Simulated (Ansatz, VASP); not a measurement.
Two plane-wave programs on Mg3Te2O

```xyz
6
Lattice="7.2644 0.0000 0.0000 -3.6322 6.2912 0.0000 0.0000 0.0000 5.4025" Properties=species:S:1:pos:R:3 pbc="T T T"
Mg    5.3503    0.0000    0.0000
Mg   -2.6752    4.6335    0.0000
Mg    0.9571    1.6577    0.0000
Te    0.0000    4.1941    0.0000
Te    3.6322    2.0971    0.0000
O     0.0000    0.0000    0.0000
```

Alike in both runs: functional PBE; k mesh 2 × 2 × 3; occupations gaussian, width 0.15 eV; no spin polarisation.

Ansatz relaxed the structure, and its values are those at the end. VASP's run is a single point on that final structure, the one shown.

|  | VASP | Ansatz |
| --- | --- | --- |
| version | VASP 6.6.1 | Ansatz 0.2.0 |
| potentials or method | VASP PAW PBE potentials, release 64 (Mg, Te, O), cutoff 600 eV | scalar-relativistic, plane waves, PAW |
| valence electrons in the cell | 24 | 68 |

```tsv
	VASP	Ansatz	Ansatz less VASP
gap on the k mesh at the Fermi level (eV)	1.15	1.15	+0.001
least direct gap on the mesh (eV)	1.15	1.15	+0.001
pressure (GPa)	0.0	0.0	+0.04
rms of the force components (eV/Å)	0.002	0.006	+0.0037
```

VASP's potentials hold 24 valence electrons a cell and Ansatz's 68, so a difference there can come from the potentials and not from the codes.

The k mesh is coarse, so the values compare programs but aren't converged. Neither program's run includes spin-orbit coupling.
